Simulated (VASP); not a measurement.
Crystal: AgI (Iodargyrite).

```
Ag I
1.0
     4.59000    0.00000    0.00000
    -2.29500    3.97506    0.00000
     0.00000    0.00000    7.52000
Ag I
2 2
Direct
  0.66667 0.33333 0.63000
  0.33333 0.66667 0.13000
  0.66667 0.33333 0.00000
  0.33333 0.66667 0.50000
```

* Program: VASP 6.6.1
* Task: relaxation of cell and atoms
* Functional: PBE
* Potentials or basis: VASP PAW PBE potentials, release 64 (Ag, I)
* Cutoff: 500 eV
* k mesh: 9 × 9 × 4
* Occupations: gaussian, width 0.02 eV
* Spin: no spin polarisation

At the start: pressure 1.8 GPa; volume 34.30 Å³/atom.

Q: Where does the relaxation end?

A: Over 12 steps the energy falls by 11.2 meV/atom and the volume is 36.38 Å³/atom (+6.0 %); space group P6_3mc (No. 186, to 0.05 Å).

The path:
```csv
step,energy change (eV),largest force (eV/Å),pressure (GPa),volume (Å³)
1,0.0000,0.0817,1.76,137.21
2,-0.0441,0.0245,0.12,144.81
3,-0.0443,0.0209,-0.02,145.54
4,-0.0443,0.0217,0.01,145.37
5,-0.0444,0.0188,0.01,145.35
6,-0.0446,0.0101,0.02,145.31
7,-0.0447,0.0068,0.04,145.22
8,-0.0448,0.0064,0.03,145.28
9,-0.0449,0.0053,0.00,145.46
10,-0.0449,0.0034,-0.07,145.83
11,-0.0450,0.0046,-0.03,145.59
12,-0.0450,0.0027,-0.01,145.50
```

Final structure:
```
Ag I
1.0
     4.68309    0.00000    0.00000
    -2.34155    4.05568    0.00000
     0.00000    0.00000    7.66075
Ag I
2 2
Cartesian
  2.3415 1.3519 4.8070
  0.0000 2.7038 0.9766
  2.3415 1.3519 0.0193
  0.0000 2.7038 3.8497
```
